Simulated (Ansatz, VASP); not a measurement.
# One calculation of Rh, two programs

```
Rh
1.0
     2.68699    0.00000    0.00000
     0.00000    2.68699    0.00000
     0.00000    0.00000   23.60000
Rh
5
Direct
  0.00000 0.00000 0.34218
  0.50000 0.50000 0.41890
  0.00000 0.00000 0.50000
  0.50000 0.50000 0.58110
  0.00000 0.00000 0.65782
```

Alike in both runs: functional r2SCAN; k mesh 15 × 15 × 1; occupations fermi-dirac, width 0.05 eV; no spin polarisation.

Ansatz relaxed the structure, and its values are those at the end. VASP's run is a single point on that final structure, the one shown.

|  | VASP | Ansatz |
| --- | --- | --- |
| version | VASP 6.6.1 | Ansatz 0.2.0 |
| potentials or method | VASP PAW PBE potentials, release 64 (Rh_pv) | PAW with Ansatz's default frozen-core files, scalar-relativistic |
| plane-wave cutoff (eV) | 520 | 500 |
| valence electrons in the cell | 75 | 85 |

```tsv
	VASP	Ansatz	Ansatz less VASP
rms of the force components (eV/Å)	0.024	0.000	-0.0242
```

VASP's potentials were made for PBE, not for r2SCAN. With one functional, cell and mesh, what is left measures potentials, basis and numerics. VASP's potentials hold 75 valence electrons a cell and Ansatz's 85, so a difference there can come from the potentials and not from the codes. Ansatz's warnings: stress scf threshold loose, xc potential rough in thin density.
